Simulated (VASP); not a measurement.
The system is Bi3O.

```
CELL_PARAMETERS angstrom
4.60372 0.00000 0.00000
0.00000 4.60372 0.00000
0.00000 0.00000 4.60372
ATOMIC_POSITIONS crystal
Bi 0.00000 0.50000 0.50000
Bi 0.50000 0.00000 0.50000
Bi 0.50000 0.50000 0.00000
O 0.00000 0.00000 0.00000
```

* Program: VASP 6.6.1
* Task: relaxation of cell and atoms
* Functional: PBE
* Potentials or basis: VASP PAW PBE potentials, release 64 (Bi_d, O)
* Cutoff: 600 eV
* k mesh: 10 × 10 × 10
* Occupations: gaussian, width 0.1 eV
* Spin: no spin polarisation

At the start: pressure 2.5 GPa; volume 24.39 Å³/atom.

Where does the relaxation end?

Over 3 steps the energy falls by 7.2 meV/atom and the volume is 25.35 Å³/atom (+3.9 %); space group Pm-3m (No. 221, to 0.1 Å) before and after.

The path:
| step | energy change (eV) | largest force (eV/Å) | pressure (GPa) | volume (Å³) |
| --- | --- | --- | --- | --- |
| 1 | 0.0000 | 0.0000 | 2.54 | 97.57 |
| 2 | -0.0239 | 0.0000 | -0.93 | 103.13 |
| 3 | -0.0289 | 0.0000 | 0.02 | 101.41 |

Final structure:
```yaml
crystal:
  lattice:
    - [4.66325, 0.00000, 0.00000]
    - [0.00000, 4.66325, 0.00000]
    - [0.00000, 0.00000, 4.66325]
  atoms:
    - { symbol: Bi, position: [0.00000, 0.50000, 0.50000] }
    - { symbol: Bi, position: [0.50000, 0.00000, 0.50000] }
    - { symbol: Bi, position: [0.50000, 0.50000, 0.00000] }
    - { symbol: O, position: [0.00000, 0.00000, 0.00000] }
```

Caveat: an odd number of electrons without spin polarisation forces a metal; a magnetic or distorted state may lie lower.
